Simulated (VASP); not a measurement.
# Pb (Fd-3m) in VASP: further runs

The runs below take Pb through electric field gradients, with LDA.

All numbers are computed with VASP 6.6.1; they aren't measurements. Logs are shortened: lines on timing, memory, paths and dates and some standing lists are left out, and cuts for length are marked.

**1. The cell of the first run**

Symmetry: Fd-3m, No. 227, cubic system. Conventional cell: a = 6.832 Å, b = 6.832 Å, c = 6.832 Å, α = 90.00°, β = 90.00°, γ = 90.00°. Pb (site symmetry -43m) has 4 Pb at 2.96 Å within 3.9 Å.

**2. Electric field gradients, LDA (volume scaled by 0.98)**

File INCAR:

```
SYSTEM = Pb
ALGO = Normal
EDIFF = 1E-8
ENCUT = 520
GGA = CA
ISIF = 2
ISMEAR = -1
LASPH = .TRUE.
LCHARG = .FALSE.
LEFG = .TRUE.
LREAL = .FALSE.
LWAVE = .FALSE.
NBANDS = 21
NELM = 60
PREC = Accurate
SIGMA = 0.05
```

File KPOINTS:

```
k-points
0
G
  8 8 8
  0 0 0
```

File POSCAR:

```
Pb
1.0
    0.0000000000      3.4159188228      3.4159188228
    3.4159188228      0.0000000000      3.4159188228
    3.4159188228      3.4159188228      0.0000000000
Pb
2
Direct
    0.0000000000      0.0000000000      0.0000000000
    0.2500000000      0.2500000000      0.2500000000
```

Potentials or basis: VASP PAW LDA potentials, release 64 (Pb_d).

Command:

```bash
cat potpaw_LDA.64/Pb_d/POTCAR > POTCAR
mpirun -np 1 vasp_std > vasp.out
```

OUTCAR:

```text
SYSTEM = Pb
   EDIFF = 1E-8
   ENCUT = 520
   GGA = CA
   ISIF = 2
   ISMEAR = -1
   LASPH = .TRUE.
   LREAL = .FALSE.
   NELM = 60
   PREC = Accurate

 ion  position               nearest neighbor table
   1  0.000  0.000  0.000-   2 2.96   2 2.96   2 2.96   2 2.96
   2  0.250  0.250  0.250-   1 2.96   1 2.96   1 2.96   1 2.96

  LATTYP: Found a face centered cubic cell.
 ALAT       =     6.8318376456

  Lattice vectors:

 A1 = (   0.0000000000,   3.4159188228,   3.4159188228)
 A2 = (   3.4159188228,   0.0000000000,   3.4159188228)
 A3 = (   3.4159188228,   3.4159188228,   0.0000000000)

Analysis of symmetry for initial positions (statically):
=====================================================================
 Subroutine PRICEL returns:
 Original cell was already a primitive cell.

 Routine SETGRP: Setting up the symmetry group for a
 face centered cubic supercell.

 Subroutine GETGRP returns: Found 48 space group operations
 (whereof 24 operations were pure point group operations)
 out of a pool of 48 trial point group operations.

The static configuration has the point symmetry T_d .
 The point group associated with its full space group is O_h .

Analysis of symmetry for dynamics (positions and initial velocities):
=====================================================================
 Subroutine PRICEL returns:
 Original cell was already a primitive cell.

 Routine SETGRP: Setting up the symmetry group for a
 face centered cubic supercell.

 Subroutine GETGRP returns: Found 48 space group operations
 (whereof 24 operations were pure point group operations)
 out of a pool of 48 trial point group operations.

The dynamic configuration has the point symmetry T_d .
 The point group associated with its full space group is O_h .

 Subroutine INISYM returns: Found 48 space group operations
 (whereof 24 operations are pure point group operations),
 and found     1 'primitive' translations

----------------------------------------------------------------------------------------

                                     Primitive cell

  volume of cell :      79.7173

  direct lattice vectors                    reciprocal lattice vectors
     0.000000000  3.415918823  3.415918823    -0.146373502  0.146373502  0.146373502
     3.415918823  0.000000000  3.415918823     0.146373502 -0.146373502  0.146373502
     3.415918823  3.415918823  0.000000000     0.146373502  0.146373502 -0.146373502

  length of vectors
     4.830838727  4.830838727  4.830838727     0.253526342  0.253526342  0.253526342

  position of ions in fractional coordinates (direct lattice)
     0.000000000  0.000000000  0.000000000
     0.250000000  0.250000000  0.250000000

  ion indices of the primitive-cell ions
   primitive index   ion index
                 1           1
                 2           2

----------------------------------------------------------------------------------------

 KPOINTS: k-points

Automatic generation of k-mesh.
 Grid dimensions read from file:
 generate k-points for:    8    8    8

 Generating k-lattice:

  Cartesian coordinates                     Fractional coordinates (reciprocal lattice)
    -0.018296688  0.018296688  0.018296688     0.125000000  0.000000000  0.000000000
     0.018296688 -0.018296688  0.018296688     0.000000000  0.125000000  0.000000000
     0.018296688  0.018296688 -0.018296688     0.000000000  0.000000000  0.125000000

  Length of vectors
     0.031690793  0.031690793  0.031690793

  Shift w.r.t. Gamma in fractional coordinates (k-lattice)
     0.000000000  0.000000000  0.000000000

 Subroutine IBZKPT returns following result:
 ===========================================

 Found     29 irreducible k-points:

 Following reciprocal coordinates:
            Coordinates               Weight
  0.000000  0.000000  0.000000      1.000000
  0.125000  0.000000  0.000000      8.000000
  0.250000  0.000000  0.000000      8.000000
  0.375000  0.000000  0.000000      8.000000
  0.500000  0.000000  0.000000      4.000000
  0.125000  0.125000  0.000000      6.000000
[... 16 lines left out ...]
  0.500000  0.250000  0.125000     48.000000
 -0.375000  0.250000  0.125000     24.000000
 [... further k-points ...]
   k-points           NKPTS =     29   k-points in BZ     NKDIM =     29   number of bands    NBANDS=     21
   number of dos      NEDOS =    301   number of ions     NIONS =      2
   total plane-waves  NPLWV =  46656
   dimension x,y,z NGX =    36 NGY =   36 NGZ =   36
   dimension x,y,z NGXF=    72 NGYF=   72 NGZF=   72
   ions per type =               2
   NGX,Y,Z   is equivalent  to a cutoff of  12.39, 12.39, 12.39 a.u.
   NGXF,Y,Z  is equivalent  to a cutoff of  24.78, 24.78, 24.78 a.u.
 SYSTEM =  Pb
   PREC   = accura    normal or accurate (medium, high low for compatibility)
   ISTART =      0    job   : 0-new  1-cont  2-samecut
   ICHARG =      2    charge: 1-file 2-atom 10-const
   ISPIN  =      1    spin polarized calculation?
   LNONCOLLINEAR =      F non collinear calculations
   LSORBIT =      F    spin-orbit coupling
   LASPH  =      T    aspherical Exc in radial PAW
   ENCUT  =  520.0 eV  38.22 Ry    6.18 a.u.   8.98  8.98  8.98*2*pi/ulx,y,z
   NELM   =     60;   NELMIN=  2; NELMDL= -5     # of ELM steps
   EDIFF  = 0.1E-07   stopping-criterion for ELM
   LREAL  =      F    real-space projection
   EDIFFG = 0.1E-06   stopping-criterion for IOM
   NSW    =      0    number of steps for IOM
   IBRION =     -1    ionic relax: 0-MD 1-quasi-New 2-CG
   NFREE  =      0    steps in history (QN), initial steepest desc. (CG)
   ISIF   =      2    stress and relaxation
   ISYM   =      2    0-nonsym 1-usesym 2-fastsym
   POTIM  = 0.5000    time-step for ionic-motion
   TEBEG  =    0.0;   TEEND  =   0.0 temperature during run
   PSTRESS=    0.0 pullay stress
   NELECT =      28.0000    total number of electrons
   NUPDOWN=      -1.0000    fix difference up-down
   EMIN   =  10.00;   EMAX   =-10.00  energy-range for DOS
   EFERMI =   0.00;   METHOD = LEGACY
   ISMEAR =    -1;   SIGMA  =   0.05  broadening in eV -4-tet -1-fermi 0-gaus
   EFERMI_NEDOS =   21; number of points for ismear=-14 and -15
   IALGO  =     38    algorithm
   IMIX   =      4    mixing-type and parameters
     AMIX     =   0.40;   BMIX     =  1.00
     AMIX_MAG =   1.60;   BMIX_MAG =  1.00
  volume/ion in A,a.u.               =      39.86       268.98
  Fermi-wavevector in a.u.,A,eV,Ry     =   1.155074  2.182774 18.152851  1.334197
  Thomas-Fermi vector in A             =   2.291706
   LORBIT       =      0    0 simple, 1 ext, 2 COOP (PROOUT), +10 PAW based schemes
   GGA     = CA    functional components
   LHFCALC =     F    Hartree Fock is set to
   AEXX    =    0.0000 exact exchange contribution
   IVDW    =     0    specifies the selected vdW correction
   LEPSILON=     F    determine dielectric tensor
   LRPA    =     F    only Hartree local field effects (RPA)
 non-spin polarized calculation
  energy-cutoff  :      520.00
  volume of cell :       79.72
 maximum number of plane-waves:      2180
   NGX = 17   NGY = 17   NGZ = 17

 number of electron      28.0000009 magnetization

 Free energy of the ion-electron system (eV)
  ---------------------------------------------------
  ext. energy  EPLUGINS =         0.00000000
  ---------------------------------------------------
  free energy    TOTEN  =        -7.89367893 eV

  energy without entropy =       -7.88959832  energy(sigma->0) =       -7.89163862

 E-fermi :   4.2882     XC(G=0):  -8.8492

 val. band max:        3.9662062466   @ k =   0.1250   0.1250   0.0000
 cond. band min:       4.3024560346   @ k =  -0.1250   0.1250   0.0000
 fundamental gap:      0.3362497879
 Fermi energy:         4.2881933729

 k-point     1 :       0.0000    0.0000    0.0000
  band No.  band energies     occupation
      1     -12.9602      2.00000
      2     -12.9602      2.00000
      3     -12.9602      2.00000
      4     -12.8768      2.00000
      5     -12.8768      2.00000
      6     -12.4221      2.00000
[... 13 lines left out ...]
     20      12.1897      0.00000
     21      12.1897      0.00000

 k-point     2 :       0.1250    0.0000    0.0000
  band No.  band energies     occupation
      1     -12.9763      2.00000
      2     -12.9763      2.00000
      3     -12.9565      2.00000
      4     -12.8537      2.00000
      5     -12.8537      2.00000
      6     -12.4482      2.00000
[... 13 lines left out ...]
     20      11.5631      0.00000
     21      11.5631      0.00000
[... 487 lines left out ...]
      5     -12.7159      2.00000
      6     -12.6185      2.00000
[... 13 lines left out ...]
     20      11.7363      0.00000
     21      12.7298      0.00000

 k-point    24 :      -0.3750    0.2500    0.1250
  band No.  band energies     occupation
      1     -13.0550      2.00000
      2     -13.0306      2.00000
      3     -12.8691      2.00000
      4     -12.7454      2.00000
      5     -12.7188      2.00000
      6     -12.6124      2.00000
[... 13 lines left out ...]
     20      12.1608      0.00000
     21      12.9230      0.00000

 [... further k-points ...]
[... 5 lines left out ...]
  --------------------------------------------------------------------------------------
  -------------------------------------------------------------------------------------
  Total       -0.0344567     -0.0344567     -0.0344567     -0.0000000     -0.0000000     -0.0000000
  in kB       -0.6925182     -0.6925182     -0.6925182     -0.0000000     -0.0000000     -0.0000000
  external PRESSURE =      -0.6925182 kB  Pullay stress =       0.0000000 kB

 VOLUME and BASIS-vectors are now :
 -----------------------------------------------------------------------------
  energy-cutoff  :      520.00
  volume of cell :       79.72
      direct lattice vectors                 reciprocal lattice vectors
     0.000000000  3.415918823  3.415918823    -0.146373502  0.146373502  0.146373502
     3.415918823  0.000000000  3.415918823     0.146373502 -0.146373502  0.146373502
     3.415918823  3.415918823  0.000000000     0.146373502  0.146373502 -0.146373502

 POSITION                                       TOTAL-FORCE (eV/Angst)
 -----------------------------------------------------------------------------------
      0.00000      0.00000      0.00000         0.000000      0.000000      0.000000
      1.70796      1.70796      1.70796        -0.000000     -0.000000     -0.000000
 -----------------------------------------------------------------------------------
    total drift:                                0.000000      0.000000      0.000000

  FREE ENERGIE OF THE ION-ELECTRON SYSTEM (eV)
  ---------------------------------------------------
  free  energy   TOTEN  =        -7.8936789275 eV

  energy  without entropy=       -7.8895983205  energy(sigma->0) =       -7.89163862

 Electric field gradients (V/A^2)
---------------------------------------------------------------------
 ion       V_xx      V_yy      V_zz      V_xy      V_xz      V_yz
---------------------------------------------------------------------
   1      -0.000    -0.000     0.000    -0.000    -0.000    -0.000
   2       0.000     0.000     0.000    -0.000    -0.000    -0.000
---------------------------------------------------------------------

 Electric field gradients after diagonalization (V/A^2)
 (convention: |V_zz| > |V_xx| > |V_yy|)
----------------------------------------------------------------------
 ion       V_xx      V_yy      V_zz     asymmetry (V_yy - V_xx)/ V_zz
----------------------------------------------------------------------
   1       0.000     0.000    -0.001       0.000
   2       0.000     0.000    -0.001       0.000
----------------------------------------------------------------------

           NMR quadrupolar parameters

 Cq : quadrupolar parameter    Cq=e*Q*V_zz/h
 eta: asymmetry parameters     (V_yy - V_xx)/ V_zz
 Q  : nuclear electric quadrupole moment in mb (millibarn)
----------------------------------------------------------------------
 ion       Cq(MHz)       eta       Q (mb)
----------------------------------------------------------------------
   1      -0.000       0.000       1.000
   2      -0.000       0.000       1.000
----------------------------------------------------------------------
```

It took 22 s on 1 thread of Intel Xeon 6975P-C (Granite Rapids), shared host; peak memory 0.18 GiB.

Results:

```
Free energy            : -7.8937 eV
Pressure               : -0.1 GPa
Band gap on the k mesh : zero (band 14 reaches 4.65 eV, above the bottom of band 15 at 3.46 eV)
```

Caveat: without QUAD_EFG the Cq values of the log hold for a quadrupole moment of 1 mb, not for the nuclei; spin-orbit coupling is left out, which moves the levels of the heavy elements.

**3. Electric field gradients, LDA (volume scaled by 1.01)**

File INCAR:

```
SYSTEM = Pb
  PREC = Accurate
  ENCUT = 520
  EDIFF = 1E-8
  ISMEAR = -1
  SIGMA = 0.05
  LREAL = .FALSE.
  LASPH = .TRUE.
  NELM = 80
  ALGO = Normal
  ISIF = 2
  LWAVE = .FALSE.
  LCHARG = .FALSE.
  GGA = CA
  LEFG = .TRUE.
  NBANDS = 21
```

File KPOINTS:

```
regular mesh
0
G
  8 8 8
  0 0 0
```

File POSCAR:

```
Pb
1.0
    0.0000000000      3.4504253888      3.4504253888
    3.4504253888      0.0000000000      3.4504253888
    3.4504253888      3.4504253888      0.0000000000
Pb
2
Direct
    0.0000000000      0.0000000000      0.0000000000
    0.2500000000      0.2500000000      0.2500000000
```

Potentials or basis: VASP PAW LDA potentials, release 64 (Pb_d).

Command:

```bash
cat potpaw_LDA.64/Pb_d/POTCAR > POTCAR
mpirun -np 1 vasp_std > vasp.out
```

OUTCAR:

```text
SYSTEM = Pb
   PREC = Accurate
   ENCUT = 520
   EDIFF = 1E-8
   ISMEAR = -1
   LREAL = .FALSE.
   LASPH = .TRUE.
   NELM = 80
   ISIF = 2
   GGA = CA

 ion  position               nearest neighbor table
   1  0.000  0.000  0.000-   2 2.99   2 2.99   2 2.99   2 2.99
   2  0.250  0.250  0.250-   1 2.99   1 2.99   1 2.99   1 2.99

  LATTYP: Found a face centered cubic cell.
 ALAT       =     6.9008507776

  Lattice vectors:

 A1 = (   0.0000000000,   3.4504253888,   3.4504253888)
 A2 = (   3.4504253888,   0.0000000000,   3.4504253888)
 A3 = (   3.4504253888,   3.4504253888,   0.0000000000)

Analysis of symmetry for initial positions (statically):
=====================================================================
 Subroutine PRICEL returns:
 Original cell was already a primitive cell.

 Routine SETGRP: Setting up the symmetry group for a
 face centered cubic supercell.

 Subroutine GETGRP returns: Found 48 space group operations
[... 764 lines left out ...]
  volume of cell :       82.16
      direct lattice vectors                 reciprocal lattice vectors
     0.000000000  3.450425389  3.450425389    -0.144909669  0.144909669  0.144909669
     3.450425389  0.000000000  3.450425389     0.144909669 -0.144909669  0.144909669
     3.450425389  3.450425389  0.000000000     0.144909669  0.144909669 -0.144909669

 POSITION                                       TOTAL-FORCE (eV/Angst)
 -----------------------------------------------------------------------------------
      0.00000      0.00000      0.00000         0.000000      0.000000      0.000000
      1.72521      1.72521      1.72521        -0.000000     -0.000000     -0.000000
 -----------------------------------------------------------------------------------
    total drift:                                0.000000      0.000000      0.000000

  FREE ENERGIE OF THE ION-ELECTRON SYSTEM (eV)
  ---------------------------------------------------
  free  energy   TOTEN  =        -7.8861966083 eV

  energy  without entropy=       -7.8820099090  energy(sigma->0) =       -7.88410326

 Electric field gradients (V/A^2)
---------------------------------------------------------------------
 ion       V_xx      V_yy      V_zz      V_xy      V_xz      V_yz
---------------------------------------------------------------------
   1      -0.000    -0.000     0.000     0.000     0.000     0.000
   2      -0.000    -0.000     0.000     0.000     0.000     0.000
---------------------------------------------------------------------

 Electric field gradients after diagonalization (V/A^2)
 (convention: |V_zz| > |V_xx| > |V_yy|)
----------------------------------------------------------------------
 ion       V_xx      V_yy      V_zz     asymmetry (V_yy - V_xx)/ V_zz
----------------------------------------------------------------------
   1      -0.000    -0.000     0.001       0.000
   2      -0.000    -0.000     0.001       0.000
----------------------------------------------------------------------

           NMR quadrupolar parameters

 Cq : quadrupolar parameter    Cq=e*Q*V_zz/h
 eta: asymmetry parameters     (V_yy - V_xx)/ V_zz
 Q  : nuclear electric quadrupole moment in mb (millibarn)
----------------------------------------------------------------------
 ion       Cq(MHz)       eta       Q (mb)
----------------------------------------------------------------------
   1       0.000       0.000       1.000
   2       0.000       0.000       1.000
----------------------------------------------------------------------
```

OSZICAR:

```text
N       E                     dE             d eps       ncg     rms          rms(c)
DAV:   1     0.294971158506E+03    0.29497E+03   -0.13706E+04  1218   0.143E+03
DAV:   2     0.137568406894E+02   -0.28121E+03   -0.27558E+03  1218   0.392E+02
DAV:   3    -0.716391578989E+01   -0.20921E+02   -0.20756E+02  1466   0.135E+02
DAV:   4    -0.790840948994E+01   -0.74449E+00   -0.74423E+00  1433   0.305E+01
DAV:   5    -0.795196146460E+01   -0.43552E-01   -0.43551E-01  1810   0.660E+00    0.152E+00
DAV:   6    -0.790716008962E+01    0.44801E-01   -0.39783E-02  1715   0.256E+00    0.839E-01
DAV:   7    -0.788625951045E+01    0.20901E-01   -0.31777E-02  1604   0.211E+00    0.147E-01
DAV:   8    -0.788615190415E+01    0.10761E-03   -0.40942E-03  1549   0.768E-01    0.356E-02
DAV:   9    -0.788620295602E+01   -0.51052E-04   -0.25206E-04  1600   0.212E-01    0.160E-02
DAV:  10    -0.788619639410E+01    0.65619E-05   -0.36097E-05  1727   0.896E-02    0.343E-03
DAV:  11    -0.788619668750E+01   -0.29340E-06   -0.33197E-06  1934   0.153E-02    0.156E-03
DAV:  12    -0.788619660819E+01    0.79311E-07   -0.32179E-07  1665   0.690E-03    0.224E-04
DAV:  13    -0.788619660829E+01   -0.10459E-09   -0.77864E-09  1061   0.803E-04
   1 F= -.78861966E+01 E0= -.78841033E+01  d E =-.418670E-02
```

Wall time 22 s (1 thread of Intel Xeon 6975P-C (Granite Rapids), shared host); peak memory 0.18 GiB.

What came out:

- Free energy: -7.8862 eV
- Pressure: -1.0 GPa
- Band gap on the k mesh: zero (band 14 reaches 4.36 eV, above the bottom of band 15 at 3.22 eV)

Caveat: without QUAD_EFG the Cq values of the log hold for a quadrupole moment of 1 mb, not for the nuclei; spin-orbit coupling is left out, which moves the levels of the heavy elements.

(Continued in part 2 of 2.)
